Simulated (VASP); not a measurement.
# Si in VASP: further runs, part 2 of 2

VASP 6.6.1.

## (3) Single point, PBE

This run uses another cell than the first one, of 16.44 Å³/atom, 1.014 times its volume.

The input, INCAR:

```
ALGO = Normal
EDIFF = 1E-6
ENCUT = 520
GGA = PE
ISIF = 2
ISMEAR = 0
LASPH = T
LCHARG = T
LELF = T
LREAL = F
LVHAR = T
LWAVE = F
NBANDS = 8
NELM = 60
PREC = Accurate
SIGMA = 0.1
```

The input, KPOINTS:

```
k-points
0
Gamma
  8 8 4
```

The input, POSCAR:

```
Si
1.0
    2.4854203433      0.0000000000      0.0000000000
    0.0000000000      2.4510103325      0.0000000000
    0.0000000000      0.0000000000      2.6979487354
Si
1
Direct
    0.5000000000      0.5000000000      0.5000000000
```

Potentials or basis: VASP PAW PBE potentials, release 64 (Si).

Started as:

```bash
cat potpaw_PBE.64/Si/POTCAR > POTCAR
mpirun -np 1 vasp_std > vasp.out
```

OUTCAR:

```text
EDIFF = 1E-6
   ENCUT = 520
   GGA = PE
   ISIF = 2
   ISMEAR = 0
   LASPH = T
   LREAL = F
   NELM = 60
   PREC = Accurate

 ion  position               nearest neighbor table
   1  0.500  0.500  0.500-

  LATTYP: Found a simple orthorhombic cell.
 ALAT       =     2.4510103325
 B/A-ratio  =     1.0140391129
 C/A-ratio  =     1.1007496377

  Lattice vectors:

 A1 = (   0.0000000000,  -2.4510103325,   0.0000000000)
 A2 = (   2.4854203433,   0.0000000000,   0.0000000000)
 A3 = (   0.0000000000,   0.0000000000,   2.6979487354)

Analysis of symmetry for initial positions (statically):
=====================================================================
 Subroutine PRICEL returns:
 Original cell was already a primitive cell.

 Routine SETGRP: Setting up the symmetry group for a
 simple orthorhombic supercell.

 Subroutine GETGRP returns: Found  8 space group operations
 (whereof  8 operations were pure point group operations)
 out of a pool of  8 trial point group operations.

The static configuration has the point symmetry D_2h.

Analysis of symmetry for dynamics (positions and initial velocities):
=====================================================================
 Subroutine PRICEL returns:
 Original cell was already a primitive cell.

 Routine SETGRP: Setting up the symmetry group for a
 simple orthorhombic supercell.

 Subroutine GETGRP returns: Found  8 space group operations
 (whereof  8 operations were pure point group operations)
 out of a pool of  8 trial point group operations.

The dynamic configuration has the point symmetry D_2h.

 Subroutine INISYM returns: Found  8 space group operations
 (whereof  8 operations are pure point group operations),
 and found     1 'primitive' translations

----------------------------------------------------------------------------------------

                                     Primitive cell

  volume of cell :      16.4353

  direct lattice vectors                    reciprocal lattice vectors
     2.485420343  0.000000000  0.000000000     0.402346429  0.000000000  0.000000000
     0.000000000  2.451010333  0.000000000     0.000000000  0.407995016  0.000000000
     0.000000000  0.000000000  2.697948735     0.000000000  0.000000000  0.370651965

  length of vectors
     2.485420343  2.451010333  2.697948735     0.402346429  0.407995016  0.370651965

  position of ions in fractional coordinates (direct lattice)
     0.500000000  0.500000000  0.500000000

  ion indices of the primitive-cell ions
   primitive index   ion index
                 1           1

----------------------------------------------------------------------------------------

 KPOINTS: k-points

Automatic generation of k-mesh.
 Grid dimensions read from file:
 generate k-points for:    8    8    4

 Generating k-lattice:

  Cartesian coordinates                     Fractional coordinates (reciprocal lattice)
     0.050293304  0.000000000  0.000000000     0.125000000  0.000000000  0.000000000
     0.000000000  0.050999377  0.000000000     0.000000000  0.125000000  0.000000000
     0.000000000  0.000000000  0.092662991     0.000000000  0.000000000  0.250000000

  Length of vectors
     0.050293304  0.050999377  0.092662991

  Shift w.r.t. Gamma in fractional coordinates (k-lattice)
     0.000000000  0.000000000  0.000000000

 Subroutine IBZKPT returns following result:
 ===========================================

 Found     75 irreducible k-points:

 Following reciprocal coordinates:
            Coordinates               Weight
  0.000000  0.000000  0.000000      1.000000
  0.125000  0.000000  0.000000      2.000000
  0.250000  0.000000  0.000000      2.000000
  0.375000  0.000000  0.000000      2.000000
  0.500000  0.000000  0.000000      1.000000
  0.000000  0.125000  0.000000      2.000000
[... 16 lines left out ...]
  0.250000  0.500000  0.000000      2.000000
  0.375000  0.500000  0.000000      2.000000
 [... further k-points ...]
   k-points           NKPTS =     75   k-points in BZ     NKDIM =     75   number of bands    NBANDS=      8
   number of dos      NEDOS =    301   number of ions     NIONS =      1
   total plane-waves  NPLWV =   6480
   dimension x,y,z NGX =    18 NGY =   18 NGZ =   20
   dimension x,y,z NGXF=    36 NGYF=   36 NGZF=   40
   ions per type =               1
   NGX,Y,Z   is equivalent  to a cutoff of  12.04, 12.21, 12.32 a.u.
   NGXF,Y,Z  is equivalent  to a cutoff of  24.08, 24.42, 24.65 a.u.
 SYSTEM =  unknown system
   PREC   = accura    normal or accurate (medium, high low for compatibility)
   ISTART =      0    job   : 0-new  1-cont  2-samecut
   ICHARG =      2    charge: 1-file 2-atom 10-const
   ISPIN  =      1    spin polarized calculation?
   LNONCOLLINEAR =      F non collinear calculations
   LSORBIT =      F    spin-orbit coupling
   LASPH  =      T    aspherical Exc in radial PAW
   ENCUT  =  520.0 eV  38.22 Ry    6.18 a.u.   4.62  4.56  5.02*2*pi/ulx,y,z
   NELM   =     60;   NELMIN=  2; NELMDL= -5     # of ELM steps
   EDIFF  = 0.1E-05   stopping-criterion for ELM
   LREAL  =      F    real-space projection
   EDIFFG = 0.1E-04   stopping-criterion for IOM
   NSW    =      0    number of steps for IOM
   IBRION =     -1    ionic relax: 0-MD 1-quasi-New 2-CG
   NFREE  =      0    steps in history (QN), initial steepest desc. (CG)
   ISIF   =      2    stress and relaxation
   ISYM   =      2    0-nonsym 1-usesym 2-fastsym
   POTIM  = 0.5000    time-step for ionic-motion
   TEBEG  =    0.0;   TEEND  =   0.0 temperature during run
   PSTRESS=    0.0 pullay stress
   NELECT =       4.0000    total number of electrons
   NUPDOWN=      -1.0000    fix difference up-down
   EMIN   =  10.00;   EMAX   =-10.00  energy-range for DOS
   EFERMI =   0.00;   METHOD = LEGACY
   ISMEAR =     0;   SIGMA  =   0.10  broadening in eV -4-tet -1-fermi 0-gaus
   EFERMI_NEDOS =   21; number of points for ismear=-14 and -15
   IALGO  =     38    algorithm
   IMIX   =      4    mixing-type and parameters
     AMIX     =   0.40;   BMIX     =  1.00
     AMIX_MAG =   1.60;   BMIX_MAG =  1.00
  volume/ion in A,a.u.               =      16.44       110.91
  Fermi-wavevector in a.u.,A,eV,Ry     =   1.022120  1.931527 14.214408  1.044730
  Thomas-Fermi vector in A             =   2.155782
   LORBIT       =      0    0 simple, 1 ext, 2 COOP (PROOUT), +10 PAW based schemes
   GGA     = PE    functional components
   LHFCALC =     F    Hartree Fock is set to
   AEXX    =    0.0000 exact exchange contribution
   IVDW    =     0    specifies the selected vdW correction
   LEPSILON=     F    determine dielectric tensor
   LRPA    =     F    only Hartree local field effects (RPA)
 non-spin polarized calculation
 Gauss-broadening in eV      SIGMA  =   0.10
  energy-cutoff  :      520.00
  volume of cell :       16.44
 maximum number of plane-waves:       458
   NGX =  9   NGY =  9   NGZ = 11

 number of electron       4.0000000 magnetization

 Free energy of the ion-electron system (eV)
  ---------------------------------------------------
  ext. energy  EPLUGINS =         0.00000000
  ---------------------------------------------------
  free energy    TOTEN  =        -5.00221360 eV

  energy without entropy =       -5.00069683  energy(sigma->0) =       -5.00145522

 E-fermi :   8.1105     XC(G=0): -10.5472

 val. band max:        8.0502274309   @ k =   0.5000   0.5000   0.5000
 cond. band min:       8.1314824242   @ k =   0.3750   0.3750   0.0000
 fundamental gap:      0.0812549933
 Fermi energy:         8.1104769805

 k-point     1 :       0.0000    0.0000    0.0000
  band No.  band energies     occupation
      1      -5.0216      2.00000
      2      13.2972      0.00000
      3      14.6474      0.00000
      4      16.0940      0.00000
      5      16.6206      0.00000
      6      17.2648      0.00000
      7      23.9724      0.00000
      8      31.6924      0.00000
[... 243 lines left out ...]
 k-point    24 :       0.3750    0.5000    0.0000
  band No.  band energies     occupation
      1       3.3644      2.00000
      2       4.4427      2.00000
      3       8.7544      0.00000
      4      11.5748      0.00000
      5      19.6411      0.00000
      6      22.7446      0.00000
      7      24.9604      0.00000
      8      25.2721      0.00000

 [... further k-points ...]

------------------------ aborting loop because EDIFF is reached ----------------------------------------

  FORCE on cell =-STRESS in cart. coord.  units (eV):
  Direction    XX          YY          ZZ          XY          YZ          ZX
  --------------------------------------------------------------------------------------
  -------------------------------------------------------------------------------------
  Total       -0.0183471     -0.0138119     -0.0036029      0.0000000      0.0000000      0.0000000
  in kB       -1.7885440     -1.3464387     -0.3512237      0.0000000      0.0000000      0.0000000
  external PRESSURE =      -1.1620688 kB  Pullay stress =       0.0000000 kB

 VOLUME and BASIS-vectors are now :
 -----------------------------------------------------------------------------
  energy-cutoff  :      520.00
  volume of cell :       16.44
      direct lattice vectors                 reciprocal lattice vectors
     2.485420343  0.000000000  0.000000000     0.402346429  0.000000000  0.000000000
     0.000000000  2.451010333  0.000000000     0.000000000  0.407995016  0.000000000
     0.000000000  0.000000000  2.697948735     0.000000000  0.000000000  0.370651965

 POSITION                                       TOTAL-FORCE (eV/Angst)
 -----------------------------------------------------------------------------------
      1.24271      1.22551      1.34897         0.000000      0.000000      0.000000
 -----------------------------------------------------------------------------------
    total drift:                               -0.000000      0.000000      0.000000

  FREE ENERGIE OF THE ION-ELECTRON SYSTEM (eV)
  ---------------------------------------------------
  free  energy   TOTEN  =        -5.0022136044 eV

  energy  without entropy=       -5.0006968263  energy(sigma->0) =       -5.00145522
```

OSZICAR:

```text
N       E                     dE             d eps       ncg     rms          rms(c)
DAV:   1    -0.681342154386E+00   -0.68134E+00   -0.18660E+03  1264   0.409E+02
DAV:   2    -0.498241700261E+01   -0.43011E+01   -0.41749E+01  1720   0.348E+01
DAV:   3    -0.500887398891E+01   -0.26457E-01   -0.26455E-01  1432   0.320E+00
DAV:   4    -0.500891247878E+01   -0.38490E-04   -0.38489E-04  1784   0.127E-01
DAV:   5    -0.500891255579E+01   -0.77008E-07   -0.78384E-07  1456   0.314E-03    0.270E+00
DAV:   6    -0.500378149686E+01    0.51311E-02   -0.53900E-03  1392   0.306E-01    0.158E+00
DAV:   7    -0.500215299932E+01    0.16285E-02   -0.10595E-02  1352   0.463E-01    0.120E-01
DAV:   8    -0.500221230066E+01   -0.59301E-04   -0.68396E-04  1456   0.150E-01    0.284E-02
DAV:   9    -0.500221321132E+01   -0.91066E-06   -0.26579E-05  1576   0.284E-02    0.325E-02
DAV:  10    -0.500221360438E+01   -0.39306E-06   -0.20958E-06  1488   0.951E-03
   1 F= -.50022136E+01 E0= -.50014552E+01  d E =-.151678E-02
```

stdout:

```text
POSCAR found type information on POSCAR Si
 POSCAR found :  1 types and       1 ions
 scaLAPACK will be used
 LDA part: xc-table for (Slater+PW92), standard interpolation
 POSCAR, INCAR and KPOINTS ok, starting setup
 FFT: planning ... GRIDC
 FFT: planning ... GRID_SOFT
 FFT: planning ... GRID
 WAVECAR not read
 entering main loop
```

Run time: 2.7 s. Hardware: 1 thread of Intel Xeon 6975P-C (Granite Rapids), shared host; peak memory 0.11 GiB.

What came out:

```
Free energy            : -5.0022 eV
Pressure               : -0.1 GPa
Band gap on the k mesh : zero (band 2 reaches 13.30 eV, above the bottom of band 3 at 5.63 eV)
```

Stress tensor (GPa, compression positive):
```
-0.18  0.00  0.00
 0.00 -0.13  0.00
 0.00  0.00 -0.04
```

Levels at points of the mesh, in eV from the Fermi level:
```csv
k point,band 1,band 2,band 3,band 4,band 5
"(0.00, 0.00, 0.00)",-13.13,5.19,6.54,7.98,8.51
"(0.50, 0.00, 0.00)",-8.21,-6.45,8.84,9.89,12.38
"(0.00, 0.50, 0.00)",-7.94,-6.43,9.06,10.01,12.36
"(0.50, 0.50, 0.00)",-2.59,-2.38,-2.30,1.68,12.61
"(0.00, 0.00, 0.50)",-9.60,-6.50,9.82,11.02,11.66
"(0.50, 0.00, 0.50)",-4.26,-3.67,-2.48,1.47,15.20
"(0.00, 0.50, 0.50)",-3.96,-3.68,-2.27,1.52,14.78
"(0.50, 0.50, 0.50)",-0.06,0.18,1.53,3.38,4.46
```

Caveat: the k points lie up to 0.58 Å⁻¹ apart.

## (4) Relaxation of cell and atoms, PBE

This run uses another cell than the first one, of 16.44 Å³/atom, 1.014 times its volume.

The input, INCAR:

```
SYSTEM = Si
PREC = Accurate
ENCUT = 600
EDIFF = 1E-6
ISMEAR = 0
SIGMA = 0.1
LREAL = .FALSE.
LASPH = .TRUE.
NELM = 60
ALGO = Normal
ISIF = 3
LWAVE = .FALSE.
LCHARG = .FALSE.
GGA = PE
IBRION = 2
NSW = 90
EDIFFG = -0.04
```

The input, KPOINTS:

```
Automatic mesh
0
G
  8 8 6
  0 0 0
```

The input, POSCAR:

```
Si
1.0
    2.4682153379      0.0000000000      0.0000000000
    0.0000000000      2.4682153379      0.0000000000
    0.0000000000      0.0000000000      2.6979487354
Si
1
Direct
    0.5000000000      0.5000000000      0.5000000000
```

Started as:

```bash
cat potpaw_PBE.64/Si/POTCAR > POTCAR
mpirun -np 1 vasp_std > vasp.out
```

Run time: 12 s. Hardware: 1 thread of Intel Xeon 6975P-C (Granite Rapids), shared host; peak memory 0.12 GiB.

Results (log left out):

```yaml
Free_energy: -5.0608 eV
Relaxed_volume: 16.19 Å³/atom
Relaxed_cell: a = 2.577 Å, b = 2.577 Å, c = 2.437 Å, α = 90.00°, β = 90.00°, γ = 90.00°
Space_group_after_relaxing_to_0.05_Å: P4/mmm (No. 123)
Energy_gained_by_relaxing: 57.7 meV/atom
Ionic_steps: 11
Pressure_after_relaxing: 0.0 GPa
Band_gap_on_the_k_mesh: zero (band 2 reaches 15.15 eV, above the bottom of band 3 at 5.14 eV)
```

Step by step:
| step | energy change (eV) | largest force (eV/Å) | pressure (GPa) | volume (Å³) |
| --- | --- | --- | --- | --- |
| 1 | 0.0000 | 0.0000 | 0.88 | 16.44 |
| 2 | -0.0270 | 0.0000 | -1.85 | 16.62 |
| 3 | -0.0445 | 0.0000 | -3.53 | 16.72 |
| 4 | 0.0080 | 0.0000 | -2.00 | 16.83 |
| 5 | -0.0494 | 0.0000 | -3.48 | 16.74 |
| 6 | -0.0414 | 0.0000 | -2.75 | 16.80 |
| 7 | -0.0515 | 0.0000 | -3.37 | 16.76 |
| 8 | -0.0436 | 0.0000 | 2.84 | 15.80 |
| 9 | -0.0559 | 0.0000 | -1.08 | 16.40 |
| 10 | -0.0571 | 0.0000 | 0.69 | 16.06 |
| 11 | -0.0577 | 0.0000 | 0.03 | 16.19 |

Final structure:
```yaml
crystal:
  lattice:
    - [2.57726, 0.00000, 0.00000]
    - [0.00000, 2.57726, 0.00000]
    - [0.00000, 0.00000, 2.43676]
  atoms:
    - { symbol: Si, position: [0.50000, 0.50000, 0.50000] }
```

Levels at points of the mesh, in eV from the Fermi level:
```
           k point  band 1  band 2  band 3  band 4  band 5  band 6
(0.00, 0.00, 0.00)  -13.06    7.03    7.03    7.19    7.84    9.52
(0.50, 0.00, 0.00)   -8.80   -6.41   10.07   10.13   12.62   14.07
(0.50, 0.50, 0.00)   -4.11   -2.99   -2.99    1.53   15.62   18.87
(0.00, 0.00, 0.50)   -7.78   -6.33   10.36   10.98   10.98   13.97
(0.50, 0.00, 0.50)   -3.01   -2.93   -2.18    1.71   13.98   16.36
(0.50, 0.50, 0.50)    0.09    1.02    1.02    3.72    5.08    5.08
```

Caveat: the k points lie up to 0.43 Å⁻¹ apart in the final cell.

## (5) Overview

```tsv
task	cell	k mesh	cutoff (eV)	gap on the mesh (eV)	pressure (GPa)
single point	a = 2.579, b = 2.579, c = 2.438 Å, 1 atom	8 × 8 × 6	520	none	-0.1
single point	a = 2.485, b = 2.451, c = 2.698 Å, 1 atom	8 × 8 × 4	520	none	-0.1
relaxation of cell and atoms	relaxed from a = 2.468, b = 2.468, c = 2.698 Å, 1 atom	8 × 8 × 6	600	none	0.0
```

Alike in all rows: level PBE; potentials or basis VASP PAW PBE potentials, release 64 (Si); no spin polarisation; smearing gaussian 0.1 eV.

Caveats: all runs use coarse meshes.

Total energies depend on the potentials used, so only differences within one code and one set of settings carry meaning.
